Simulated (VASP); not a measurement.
# GaSb (F-43m) in VASP: single point with LDA

Aim: the single point of GaSb with LDA.

Program: VASP 6.6.1. These are calculated values, not measurements. Logs are shortened: lines on timing, memory, paths and dates and some standing lists are left out, and cuts for length are marked.

## Step 1: The cell of the first run

The structure is cubic, space group F-43m (No. 216). Conventional cell: a = 6.049 Å, b = 6.049 Å, c = 6.049 Å, α = 90.00°, β = 90.00°, γ = 90.00°. Ga (site symmetry -43m) has 4 Sb at 2.62 Å within 3.5 Å. Within 3.5 Å of Sb (site symmetry -43m) lie 4 Ga at 2.62 Å.

## Step 2: Single point, LDA

The input, INCAR:

```
SYSTEM = GaSb
PREC = Accurate
ENCUT = 500
EDIFF = 1E-6
ISMEAR = 0
SIGMA = 0.1
LREAL = .FALSE.
LASPH = .TRUE.
NELM = 120
ALGO = Normal
ISIF = 2
LWAVE = .FALSE.
LCHARG = .FALSE.
NBANDS = 16
GGA_COMPAT = .FALSE.
```

The input, KPOINTS:

```
regular mesh
0
G
  12 12 12
  0 0 0
```

The input, POSCAR:

```
GaSb
1.0
    0.0000000000      3.0244648465      3.0244648465
    3.0244648465      0.0000000000      3.0244648465
    3.0244648465      3.0244648465      0.0000000000
Ga Sb
1 1
Direct
    0.0000000000      0.0000000000      0.0000000000
    0.2500000000      0.2500000000      0.2500000000
```

Potentials or basis: VASP PAW LDA potentials, release 64 (Ga_d, Sb).

The run is started by

```bash
$ cat potpaw_LDA.64/Ga_d/POTCAR potpaw_LDA.64/Sb/POTCAR > POTCAR
$ mpirun -np 1 vasp_std > vasp.out
```

OUTCAR:

```text
SYSTEM = GaSb
   PREC = Accurate
   ENCUT = 500
   EDIFF = 1E-6
   ISMEAR = 0
   LREAL = .FALSE.
   LASPH = .TRUE.
   NELM = 120
   ISIF = 2

 ion  position               nearest neighbor table
   1  0.000  0.000  0.000-   2 2.62   2 2.62   2 2.62   2 2.62
   2  0.250  0.250  0.250-   1 2.62   1 2.62   1 2.62   1 2.62

  LATTYP: Found a face centered cubic cell.
 ALAT       =     6.0489296930

  Lattice vectors:

 A1 = (   0.0000000000,   3.0244648465,   3.0244648465)
 A2 = (   3.0244648465,   0.0000000000,   3.0244648465)
 A3 = (   3.0244648465,   3.0244648465,   0.0000000000)

Analysis of symmetry for initial positions (statically):
=====================================================================
 Subroutine PRICEL returns:
 Original cell was already a primitive cell.

 Routine SETGRP: Setting up the symmetry group for a
 face centered cubic supercell.

 Subroutine GETGRP returns: Found 24 space group operations
 (whereof 24 operations were pure point group operations)
 out of a pool of 48 trial point group operations.

The static configuration has the point symmetry T_d .

Analysis of symmetry for dynamics (positions and initial velocities):
=====================================================================
 Subroutine PRICEL returns:
 Original cell was already a primitive cell.

 Routine SETGRP: Setting up the symmetry group for a
 face centered cubic supercell.

 Subroutine GETGRP returns: Found 24 space group operations
 (whereof 24 operations were pure point group operations)
 out of a pool of 48 trial point group operations.

The dynamic configuration has the point symmetry T_d .

 Subroutine INISYM returns: Found 24 space group operations
 (whereof 24 operations are pure point group operations),
 and found     1 'primitive' translations

----------------------------------------------------------------------------------------

                                     Primitive cell

  volume of cell :      55.3319

  direct lattice vectors                    reciprocal lattice vectors
     0.000000000  3.024464846  3.024464846    -0.165318503  0.165318503  0.165318503
     3.024464846  0.000000000  3.024464846     0.165318503 -0.165318503  0.165318503
     3.024464846  3.024464846  0.000000000     0.165318503  0.165318503 -0.165318503

  length of vectors
     4.277239205  4.277239205  4.277239205     0.286340046  0.286340046  0.286340046

  position of ions in fractional coordinates (direct lattice)
     0.000000000  0.000000000  0.000000000
     0.250000000  0.250000000  0.250000000

  ion indices of the primitive-cell ions
[... 76 lines left out ...]
   LREAL  =      F    real-space projection
   EDIFFG = 0.1E-04   stopping-criterion for IOM
   NSW    =      0    number of steps for IOM
   IBRION =     -1    ionic relax: 0-MD 1-quasi-New 2-CG
   NFREE  =      0    steps in history (QN), initial steepest desc. (CG)
   ISIF   =      2    stress and relaxation
   ISYM   =      2    0-nonsym 1-usesym 2-fastsym
   POTIM  = 0.5000    time-step for ionic-motion
   TEBEG  =    0.0;   TEEND  =   0.0 temperature during run
   PSTRESS=    0.0 pullay stress
   NELECT =      18.0000    total number of electrons
   NUPDOWN=      -1.0000    fix difference up-down
   EMIN   =  10.00;   EMAX   =-10.00  energy-range for DOS
   EFERMI =   0.00;   METHOD = LEGACY
   ISMEAR =     0;   SIGMA  =   0.10  broadening in eV -4-tet -1-fermi 0-gaus
   EFERMI_NEDOS =   21; number of points for ismear=-14 and -15
   IALGO  =     38    algorithm
   IMIX   =      4    mixing-type and parameters
     AMIX     =   0.40;   BMIX     =  1.00
     AMIX_MAG =   1.60;   BMIX_MAG =  1.00
  volume/ion in A,a.u.               =      27.67       186.70
  Fermi-wavevector in a.u.,A,eV,Ry     =   1.125919  2.127678 17.248017  1.267693
  Thomas-Fermi vector in A             =   2.262598
   LORBIT       =      0    0 simple, 1 ext, 2 COOP (PROOUT), +10 PAW based schemes
   GGA     = CA    functional components
   LHFCALC =     F    Hartree Fock is set to
   AEXX    =    0.0000 exact exchange contribution
   IVDW    =     0    specifies the selected vdW correction
   LEPSILON=     F    determine dielectric tensor
   LRPA    =     F    only Hartree local field effects (RPA)
 non-spin polarized calculation
 Gauss-broadening in eV      SIGMA  =   0.10
  energy-cutoff  :      500.00
  volume of cell :       55.33
 maximum number of plane-waves:      1424
   NGX = 15   NGY = 15   NGZ = 15

 number of electron      17.9999989 magnetization

 Free energy of the ion-electron system (eV)
  ---------------------------------------------------
  ext. energy  EPLUGINS =         0.00000000
  ---------------------------------------------------
  free energy    TOTEN  =        -8.67377941 eV

  energy without entropy =       -8.67369875  energy(sigma->0) =       -8.67373908

 E-fermi :   5.1249     XC(G=0):  -9.5442

 val. band max:        5.0353908247   @ k =   0.0000   0.0000   0.0000
 cond. band min:       5.1553772121   @ k =   0.0000   0.0000   0.0000
 fundamental gap:      0.1199863874
 Fermi energy:         5.1248725661

 k-point     1 :       0.0000    0.0000    0.0000
  band No.  band energies     occupation
      1     -10.1784      2.00000
      2     -10.1784      2.00000
      3     -10.1784      2.00000
      4     -10.1237      2.00000
      5     -10.1237      2.00000
      6      -6.7226      2.00000
[... 433 lines left out ...]
      3     -10.1629      2.00000
      4     -10.1257      2.00000
      5     -10.1240      2.00000
      6      -4.8125      2.00000
[... 8 lines left out ...]
     15      13.7295      0.00000
     16      14.1594      0.00000

 [... further k-points ...]

------------------------ aborting loop because EDIFF is reached ----------------------------------------

  FORCE on cell =-STRESS in cart. coord.  units (eV):
  Direction    XX          YY          ZZ          XY          YZ          ZX
  --------------------------------------------------------------------------------------
  -------------------------------------------------------------------------------------
  Total        0.0646139      0.0646139      0.0646139     -0.0000000     -0.0000000      0.0000000
  in kB        1.8709444      1.8709444      1.8709444     -0.0000000     -0.0000000      0.0000000
  external PRESSURE =       1.8709444 kB  Pullay stress =       0.0000000 kB

 VOLUME and BASIS-vectors are now :
 -----------------------------------------------------------------------------
  energy-cutoff  :      500.00
  volume of cell :       55.33
      direct lattice vectors                 reciprocal lattice vectors
     0.000000000  3.024464846  3.024464846    -0.165318503  0.165318503  0.165318503
     3.024464846  0.000000000  3.024464846     0.165318503 -0.165318503  0.165318503
     3.024464846  3.024464846  0.000000000     0.165318503  0.165318503 -0.165318503

 POSITION                                       TOTAL-FORCE (eV/Angst)
 -----------------------------------------------------------------------------------
      0.00000      0.00000      0.00000        -0.000000      0.000000     -0.000000
      1.51223      1.51223      1.51223         0.000000     -0.000000      0.000000
 -----------------------------------------------------------------------------------
    total drift:                                0.000000      0.000000      0.000001

  FREE ENERGIE OF THE ION-ELECTRON SYSTEM (eV)
  ---------------------------------------------------
  free  energy   TOTEN  =        -8.6737794060 eV

  energy  without entropy=       -8.6736987514  energy(sigma->0) =       -8.67373908
```

OSZICAR:

```text
N       E                     dE             d eps       ncg     rms          rms(c)
DAV:   1     0.829241554688E+02    0.82924E+02   -0.84764E+03  2328   0.136E+03
DAV:   2    -0.211833561741E+01   -0.85042E+02   -0.81985E+02  2752   0.300E+02
DAV:   3    -0.867952616320E+01   -0.65612E+01   -0.65471E+01  2752   0.660E+01
DAV:   4    -0.879962896684E+01   -0.12010E+00   -0.12009E+00  2840   0.101E+01
DAV:   5    -0.880247976471E+01   -0.28508E-02   -0.28507E-02  2896   0.139E+00    0.343E+00
DAV:   6    -0.871096199016E+01    0.91518E-01   -0.72424E-02  3432   0.420E+00    0.199E+00
DAV:   7    -0.867395038933E+01    0.37012E-01   -0.51549E-02  2672   0.175E+00    0.294E-01
DAV:   8    -0.867370690770E+01    0.24348E-03   -0.47479E-03  2768   0.799E-01    0.104E-01
DAV:   9    -0.867378587044E+01   -0.78963E-04   -0.34596E-04  2816   0.158E-01    0.421E-02
DAV:  10    -0.867377753060E+01    0.83398E-05   -0.18107E-05  3072   0.366E-02    0.142E-02
DAV:  11    -0.867377943955E+01   -0.19089E-05   -0.43947E-06  2696   0.187E-02    0.570E-03
DAV:  12    -0.867377940604E+01    0.33510E-07   -0.20997E-07  1664   0.337E-03
   1 F= -.86737794E+01 E0= -.86737391E+01  d E =-.806546E-04
```

Wall time 28 s (1 thread of Intel Xeon Platinum 8559C (Emerald Rapids), shared host); peak memory 0.19 GiB.

Results:

```yaml
Free_energy: -8.6738 eV
Pressure: 0.2 GPa
```

Caveat: spin-orbit coupling is left out, which moves the levels of the heavy elements.
